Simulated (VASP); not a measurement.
# Pb (Fm-3m) in VASP: notebook

The runs below take Pb through single point, relaxation of cell and atoms, with r2SCAN.

Program: VASP 6.6.1. These are calculated values, not measurements. Logs are shortened: lines on timing, memory, paths and dates and some standing lists are left out, and cuts for length are marked.

## Step 1: The cell of the first run

It takes space group Fm-3m (No. 225, cubic). The conventional cell has a = 5.004 Å, b = 5.004 Å, c = 5.004 Å, α = 90.00°, β = 90.00°, γ = 90.00°. Pb (site symmetry m-3m) has 12 Pb at 3.54 Å within 4.7 Å.

## Step 2: Single point, r2SCAN

POSCAR

```
Pb
1.0
    2.5021007462      2.5021007462      0.0000000000
   -2.5021007462      2.5021007462      0.0000000000
    0.0000000000      2.5021007462      2.5021007462
Pb
1
Direct
    0.0000000000      0.0000000000      0.0000000000
```

INCAR.step1

```
SYSTEM = Pb
PREC = Accurate
ENCUT = 520
ISMEAR = -1
SIGMA = 0.05
LREAL = .False.
LASPH = .True.
NELM = 100
NBANDS = 13
GGA = PE
ALGO = Normal
EDIFF = 1E-4
LWAVE = .True.
LCHARG = .False.
```

INCAR.step2

```
SYSTEM = Pb
PREC = Accurate
ENCUT = 520
EDIFF = 1E-6
ISMEAR = -1
SIGMA = 0.05
LREAL = .False.
LASPH = .True.
NELM = 100
ALGO = Normal
ISIF = 2
LWAVE = .False.
LCHARG = .False.
METAGGA = R2SCAN
LMIXTAU = .True.
NBANDS = 13
ISTART = 1
```

KPOINTS

```
Automatic mesh
0
Gamma
  12 12 12
  0 0 0
```

Potentials or basis: VASP PAW PBE potentials, release 64 (Pb_d).

On the command line:

```
$ cat potpaw_PBE.64/Pb_d/POTCAR > POTCAR
$ cp INCAR.step1 INCAR
$ mpirun -np 1 vasp_std > vasp.out
$ cp INCAR.step2 INCAR
$ mpirun -np 1 vasp_std > vasp.out
```

OUTCAR:

```text
SYSTEM = Pb
   PREC = Accurate
   ENCUT = 520
   EDIFF = 1E-6
   ISMEAR = -1
   LREAL = .False.
   LASPH = .True.
   NELM = 100
   ISIF = 2
   METAGGA = R2SCAN
   ISTART = 1

 ion  position               nearest neighbor table
   1  0.000  0.000  0.000-

  LATTYP: Found a face centered cubic cell.
 ALAT       =     5.0042014924

  Lattice vectors:

 A1 = (   0.0000000000,   2.5021007462,   2.5021007462)
 A2 = (   2.5021007462,   0.0000000000,   2.5021007462)
 A3 = (   2.5021007462,   2.5021007462,   0.0000000000)

Analysis of symmetry for initial positions (statically):
=====================================================================
 Subroutine PRICEL returns:
 Original cell was already a primitive cell.

 Routine SETGRP: Setting up the symmetry group for a
 face centered cubic supercell.

 Subroutine GETGRP returns: Found 48 space group operations
 (whereof 48 operations were pure point group operations)
 out of a pool of 48 trial point group operations.

The static configuration has the point symmetry O_h .

Analysis of symmetry for dynamics (positions and initial velocities):
=====================================================================
 Subroutine PRICEL returns:
 Original cell was already a primitive cell.

 Routine SETGRP: Setting up the symmetry group for a
 face centered cubic supercell.

 Subroutine GETGRP returns: Found 48 space group operations
 (whereof 48 operations were pure point group operations)
 out of a pool of 48 trial point group operations.

The dynamic configuration has the point symmetry O_h .

 Subroutine INISYM returns: Found 48 space group operations
 (whereof 48 operations are pure point group operations),
 and found     1 'primitive' translations

----------------------------------------------------------------------------------------

                                     Primitive cell

  volume of cell :      31.3288

  direct lattice vectors                    reciprocal lattice vectors
     2.502100746  2.502100746  0.000000000     0.199832081  0.199832081 -0.199832081
    -2.502100746  2.502100746  0.000000000    -0.199832081  0.199832081 -0.199832081
     0.000000000  2.502100746  2.502100746     0.000000000  0.000000000  0.399664163

  length of vectors
     3.538504810  3.538504810  3.538504810     0.346119318  0.346119318  0.399664163

  position of ions in fractional coordinates (direct lattice)
     0.000000000  0.000000000  0.000000000

  ion indices of the primitive-cell ions
   primitive index   ion index
                 1           1

----------------------------------------------------------------------------------------

 KPOINTS: Automatic mesh

Automatic generation of k-mesh.
 Grid dimensions read from file:
 generate k-points for:   12   12   12

 Generating k-lattice:

  Cartesian coordinates                     Fractional coordinates (reciprocal lattice)
     0.016652673  0.016652673 -0.016652673     0.083333333  0.000000000  0.000000000
    -0.016652673  0.016652673 -0.016652673     0.000000000  0.083333333  0.000000000
     0.000000000  0.000000000  0.033305347     0.000000000  0.000000000  0.083333333

  Length of vectors
     0.028843276  0.028843276  0.033305347

  Shift w.r.t. Gamma in fractional coordinates (k-lattice)
     0.000000000  0.000000000  0.000000000

 Subroutine IBZKPT returns following result:
 ===========================================

 Found     72 irreducible k-points:

 Following reciprocal coordinates:
            Coordinates               Weight
  0.000000  0.000000  0.000000      1.000000
  0.083333  0.000000  0.000000      8.000000
  0.166667  0.000000  0.000000      8.000000
  0.250000  0.000000  0.000000      8.000000
  0.333333  0.000000  0.000000      8.000000
  0.416667  0.000000  0.000000      8.000000
[... 16 lines left out ...]
  0.500000  0.166667  0.000000     24.000000
 -0.416667  0.166667  0.000000     24.000000
 [... further k-points ...]
   k-points           NKPTS =     72   k-points in BZ     NKDIM =     72   number of bands    NBANDS=     13
   number of dos      NEDOS =    301   number of ions     NIONS =      1
   total plane-waves  NPLWV =  21952
   dimension x,y,z NGX =    28 NGY =   28 NGZ =   28
   dimension x,y,z NGXF=    56 NGYF=   56 NGZF=   56
   ions per type =               1
   NGX,Y,Z   is equivalent  to a cutoff of  13.15, 13.15, 13.15 a.u.
   NGXF,Y,Z  is equivalent  to a cutoff of  26.31, 26.31, 26.31 a.u.
 SYSTEM =  Pb
   PREC   = accura    normal or accurate (medium, high low for compatibility)
   ISTART =      1    job   : 0-new  1-cont  2-samecut
   ICHARG =      0    charge: 1-file 2-atom 10-const
   ISPIN  =      1    spin polarized calculation?
   LNONCOLLINEAR =      F non collinear calculations
   LSORBIT =      F    spin-orbit coupling
   LASPH  =      T    aspherical Exc in radial PAW
   ENCUT  =  520.0 eV  38.22 Ry    6.18 a.u.   6.58  6.58  6.58*2*pi/ulx,y,z
   NELM   =    100;   NELMIN=  2; NELMDL=  0     # of ELM steps
   EDIFF  = 0.1E-05   stopping-criterion for ELM
   LREAL  =      F    real-space projection
   EDIFFG = 0.1E-04   stopping-criterion for IOM
   NSW    =      0    number of steps for IOM
   IBRION =     -1    ionic relax: 0-MD 1-quasi-New 2-CG
   NFREE  =      0    steps in history (QN), initial steepest desc. (CG)
   ISIF   =      2    stress and relaxation
   ISYM   =      2    0-nonsym 1-usesym 2-fastsym
   POTIM  = 0.5000    time-step for ionic-motion
   TEBEG  =    0.0;   TEEND  =   0.0 temperature during run
   PSTRESS=    0.0 pullay stress
   NELECT =      14.0000    total number of electrons
   NUPDOWN=      -1.0000    fix difference up-down
   EMIN   =  10.00;   EMAX   =-10.00  energy-range for DOS
   EFERMI =   0.00;   METHOD = LEGACY
   ISMEAR =    -1;   SIGMA  =   0.05  broadening in eV -4-tet -1-fermi 0-gaus
   EFERMI_NEDOS =   21; number of points for ismear=-14 and -15
   IALGO  =     38    algorithm
   IMIX   =      4    mixing-type and parameters
     AMIX     =   0.40;   BMIX     =  1.00
     AMIX_MAG =   1.60;   BMIX_MAG =  1.00
  volume/ion in A,a.u.               =      31.33       211.42
  Fermi-wavevector in a.u.,A,eV,Ry     =   1.251611  2.365202 21.313937  1.566530
  Thomas-Fermi vector in A             =   2.385550
   LORBIT       =      0    0 simple, 1 ext, 2 COOP (PROOUT), +10 PAW based schemes
   METAGGA = R2SCAN    functional components
   LHFCALC =     F    Hartree Fock is set to
   AEXX    =    0.0000 exact exchange contribution
   IVDW    =     0    specifies the selected vdW correction
   LEPSILON=     F    determine dielectric tensor
   LRPA    =     F    only Hartree local field effects (RPA)
 non-spin polarized calculation
  energy-cutoff  :      520.00
  volume of cell :       31.33
 maximum number of plane-waves:       872
 NGX is ok and might be reduce to    28
   NGX = 13   NGY = 13   NGZ = 13

 number of electron      14.0000001 magnetization

 Free energy of the ion-electron system (eV)
  ---------------------------------------------------
  ext. energy  EPLUGINS =         0.00000000
  ---------------------------------------------------
  free energy    TOTEN  =       -56.27009505 eV

  energy without entropy =      -56.26136356  energy(sigma->0) =      -56.26572931

 E-fermi :   6.9134     XC(G=0): -10.7455

 val. band max:        6.9081915555   @ k =   0.2500   0.0833   0.0000
 cond. band min:       6.9737875326   @ k =   0.4167   0.3333   0.1667
 fundamental gap:      0.0655959771
 Fermi energy:         6.9134132972

 k-point     1 :       0.0000    0.0000    0.0000
  band No.  band energies     occupation
      1     -10.8318      2.00000
      2     -10.8318      2.00000
      3     -10.8318      2.00000
      4     -10.6982      2.00000
      5     -10.6982      2.00000
      6      -5.2053      2.00000
      7      14.3273      0.00000
      8      14.3273      0.00000
      9      14.3273      0.00000
     10      17.2556      0.00000
     11      18.7251      0.00000
     12      19.7273      0.00000
     13      19.7273      0.00000

 k-point     2 :       0.0833    0.0000    0.0000
  band No.  band energies     occupation
      1     -10.8319      2.00000
      2     -10.8222      2.00000
      3     -10.8222      2.00000
      4     -10.6986      2.00000
      5     -10.6986      2.00000
      6      -5.0696      2.00000
      7      12.8263      0.00000
      8      14.1592      0.00000
      9      14.1592      0.00000
     10      16.9037      0.00000
     11      19.3782      0.00000
     12      20.0260      0.00000
     13      20.0260      0.00000

 k-point     3 :       0.1667    0.0000    0.0000
  band No.  band energies     occupation
      1     -10.8335      2.00000
      2     -10.8032      2.00000
      3     -10.8032      2.00000
      4     -10.6922      2.00000
      5     -10.6922      2.00000
      6      -4.6626      2.00000
      7      10.2248      0.00000
      8      13.7527      0.00000
      9      13.7527      0.00000
     10      16.5288      0.00000
     11      20.1645      0.00000
     12      20.4389      0.00000
     13      20.4409      0.00000

 k-point     4 :       0.2500    0.0000    0.0000
  band No.  band energies     occupation
      1     -10.8387      2.00000
      2     -10.7976      2.00000
      3     -10.7976      2.00000
      4     -10.6626      2.00000
      5     -10.6626      2.00000
      6      -3.9920      2.00000
      7       7.6410      0.00000
      8      13.2775      0.00000
      9      13.2775      0.00000
     10      16.3054      0.00000
     11      18.9852      0.00000
     12      19.6754      0.00000
     13      19.6754      0.00000

 k-point     5 :       0.3333    0.0000    0.0000
  band No.  band energies     occupation
      1     -10.8468      2.00000
      2     -10.8067      2.00000
      3     -10.8067      2.00000
      4     -10.6175      2.00000
      5     -10.6175      2.00000
      6      -3.0951      2.00000
      7       5.3224      2.00000
      8      12.8584      0.00000
      9      12.8584      0.00000
     10      16.2545      0.00000
     11      17.9988      0.00000
     12      19.0106      0.00000
     13      19.0106      0.00000
[... 257 lines left out ...]
 k-point    22 :       0.4167    0.1667    0.0000
  band No.  band energies     occupation
      1     -10.8501      2.00000
      2     -10.7950      2.00000
      3     -10.7632      2.00000
      4     -10.6164      2.00000
      5     -10.5828      2.00000
      6      -1.2937      2.00000
      7       3.3102      2.00000
      8       9.1149      0.00000
      9      11.6554      0.00000
     10      15.1821      0.00000
     11      19.1934      0.00000
     12      19.9892      0.00000
     13      22.5645      0.00000

 k-point    23 :       0.5000    0.1667    0.0000
  band No.  band energies     occupation
      1     -10.8630      2.00000
      2     -10.7933      2.00000
      3     -10.7576      2.00000
      4     -10.6345      2.00000
      5     -10.5622      2.00000
      6      -1.4588      2.00000
      7       3.5481      2.00000
      8       9.5734      0.00000
      9      11.2220      0.00000
     10      14.9207      0.00000
     11      19.5965      0.00000
     12      20.4327      0.00000
     13      21.6965      0.00000

 k-point    24 :      -0.4167    0.1667    0.0000
  band No.  band energies     occupation
      1     -10.8717      2.00000
      2     -10.7929      2.00000
      3     -10.7464      2.00000
      4     -10.6592      2.00000
      5     -10.5715      2.00000
      6      -2.3248      2.00000
      7       5.0235      2.00000
      8      10.2549      0.00000
      9      11.0701      0.00000
     10      14.9278      0.00000
     11      19.1901      0.00000
     12      20.6888      0.00000
     13      21.0733      0.00000

 [... further k-points ...]
[... 5 lines left out ...]
  --------------------------------------------------------------------------------------
  -------------------------------------------------------------------------------------
  Total       -0.0027902     -0.0027902     -0.0027902      0.0000000      0.0000000     -0.0000000
  in kB       -0.1426907     -0.1426907     -0.1426907      0.0000000      0.0000000     -0.0000000
  external PRESSURE =      -0.1426907 kB  Pullay stress =       0.0000000 kB

 VOLUME and BASIS-vectors are now :
 -----------------------------------------------------------------------------
  energy-cutoff  :      520.00
  volume of cell :       31.33
      direct lattice vectors                 reciprocal lattice vectors
     2.502100746  2.502100746  0.000000000     0.199832081  0.199832081 -0.199832081
    -2.502100746  2.502100746  0.000000000    -0.199832081  0.199832081 -0.199832081
     0.000000000  2.502100746  2.502100746     0.000000000  0.000000000  0.399664163

 POSITION                                       TOTAL-FORCE (eV/Angst)
 -----------------------------------------------------------------------------------
      0.00000      0.00000      0.00000         0.000000     -0.000000      0.000000
 -----------------------------------------------------------------------------------
    total drift:                               -0.000000     -0.000000     -0.000000

  FREE ENERGIE OF THE ION-ELECTRON SYSTEM (eV)
  ---------------------------------------------------
  free  energy   TOTEN  =       -56.2700950500 eV

  energy  without entropy=      -56.2613635609  energy(sigma->0) =      -56.26572931
```

It took 91 s on 1 thread of Intel Xeon Platinum 8488C (Sapphire Rapids), shared host; peak memory 0.18 GiB.

Results:

```
Free energy            : -56.2701 eV
Pressure               : 0.0 GPa
Band gap on the k mesh : zero (band 7 reaches 14.33 eV, above the bottom of band 8 at 5.29 eV)
```

Caveat: the PAW data sets were made with another functional, which shifts forces and pressure a little; spin-orbit coupling is left out, which moves the levels of the heavy elements.

## Step 3: Relaxation of cell and atoms, r2SCAN

This run uses another cell than the first one, of 30.32 Å³/atom, 0.968 times its volume.

POSCAR

```
Pb
1.0
    2.4750200000      2.4750200000      0.0000000000
   -2.4750200000      2.4750200000      0.0000000000
    0.0000000000      2.4750200000      2.4750200000
Pb
1
Direct
    0.0000000000      0.0000000000      0.0000000000
```

INCAR.step1

```
PREC = Accurate
ENCUT = 600
ISMEAR = -1
SIGMA = 0.05
LREAL = False
LASPH = True
NELM = 60
GGA = PE
ALGO = Normal
EDIFF = 1E-4
LWAVE = True
LCHARG = False
```

INCAR.step2

```
PREC = Accurate
ENCUT = 600
EDIFF = 1E-6
ISMEAR = -1
SIGMA = 0.05
LREAL = False
LASPH = True
NELM = 60
ALGO = Normal
ISIF = 3
LWAVE = False
LCHARG = False
METAGGA = R2SCAN
LMIXTAU = True
IBRION = 2
NSW = 100
EDIFFG = -0.002
ISTART = 1
```

KPOINTS

```
regular mesh
0
Gamma
  12 12 12
```

Potentials or basis: VASP PAW PBE potentials, release 64 (Pb_d).

On the command line:

```
$ cat potpaw_PBE.64/Pb_d/POTCAR > POTCAR
$ cp INCAR.step1 INCAR
$ mpirun -np 1 vasp_std > vasp.out
$ cp INCAR.step2 INCAR
$ mpirun -np 1 vasp_std > vasp.out
```

It used 350 s of CPU time on 1 thread of AMD EPYC 7R13 Processor (Zen 3) (shared host).

The run converged. Its results:

| Quantity | Value |
| --- | --- |
| Free energy | -56.2699 eV |
| Relaxed volume | 31.36 Å³/atom |
| Relaxed cell | a = 3.540 Å, b = 3.540 Å, c = 3.540 Å, α = 60.00°, β = 60.00°, γ = 90.00° |
| Space group after relaxing (to 0.05 Å) | Fm-3m (No. 225) |
| Energy gained by relaxing | 4.9 meV/atom |
| Ionic steps | 3 |
| Pressure after relaxing | 0.0 GPa |
| Band gap on the k mesh | zero (band 7 reaches 14.31 eV, above the bottom of band 8 at 5.28 eV) |

The path:
| step | energy change (eV) | largest force (eV/Å) | pressure (GPa) | volume (Å³) |
| --- | --- | --- | --- | --- |
| 1 | 0.0000 | 0.0000 | 1.55 | 30.32 |
| 2 | -0.0046 | 0.0000 | -0.36 | 31.63 |
| 3 | -0.0049 | 0.0000 | 0.01 | 31.36 |

Final structure:
```
Pb
1.0
     2.50283    2.50283    0.00000
    -2.50283    2.50283    0.00000
     0.00000    2.50283    2.50283
Pb
1
Direct
  0.00000 0.00000 0.00000
```

Levels at points of the mesh, in eV from the Fermi level:
```csv
k point,band 3,band 4,band 5,band 6,band 7,band 8,band 9,band 10,band 11
"(0.00, 0.00, 0.00)",-17.74,-17.61,-17.61,-12.11,7.41,7.41,7.41,10.34,11.80
"(0.50, 0.00, 0.00)",-17.73,-17.48,-17.48,-8.50,-4.26,5.56,5.56,9.70,9.89
"(0.50, 0.50, 0.00)",-17.49,-17.45,-17.45,-7.08,-3.37,2.04,2.04,5.77,6.87
```

Caveat: the PAW data sets were made with another functional, which shifts forces and pressure a little; spin-orbit coupling is left out, which moves the levels of the heavy elements. Zero-point motion and thermal expansion aren't in these numbers.
